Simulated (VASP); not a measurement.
**Sr: electric field gradients with PBE**

Crystal: Sr.

```
CELL_PARAMETERS angstrom
-2.42500 2.42500 2.42500
2.42500 -2.42500 2.42500
2.42500 2.42500 -2.42500
ATOMIC_POSITIONS crystal
Sr 0.00000 0.00000 0.00000
```

This isn't the form of Sr at room conditions, which is fcc.

* Program: VASP 6.6.1
* Task: electric field gradients
* Functional: PBE
* Potentials or basis: VASP PAW PBE potentials, release 64 (Sr_sv)
* Cutoff: 520 eV
* k mesh: 10 × 10 × 10
* Occupations: fermi-dirac, width 0.05 eV
* Spin: no spin polarisation
* Dipole correction: no
* Further INCAR settings: ALGO = Normal; EDIFF = 1e-08; NBANDS = 11

| Property | Result |
| --- | --- |
| Pressure | -0.6 GPa |
| Band gap on the k mesh | zero (bands 5 and 6 overlap by 0.33 eV) |
| Largest electric field gradient by atom | zero within the noise of the run |

Levels at points of the mesh, in eV from the Fermi level:
```
           k point  band 1  band 2  band 3  band 4  band 5  band 6  band 7  band 8  band 9  band 10
(0.00, 0.00, 0.00)  -36.71  -18.60  -18.60  -18.60   -3.61    2.31    2.31    2.31    3.58     3.58
(0.50, 0.00, 0.00)  -36.70  -18.78  -18.66  -18.60   -1.00    0.15    1.19    3.39    4.05     5.21
(0.50, 0.50, 0.50)  -36.69  -18.73  -18.73  -18.73   -0.11   -0.11    3.45    3.45    3.45     4.83
```

Wall time 28 s on 1 thread of Intel(R) Xeon(R) Platinum 8259CL CPU @ 2.50GHz (Skylake/Cascade Lake) (shared host), peak memory 0.18 GiB.
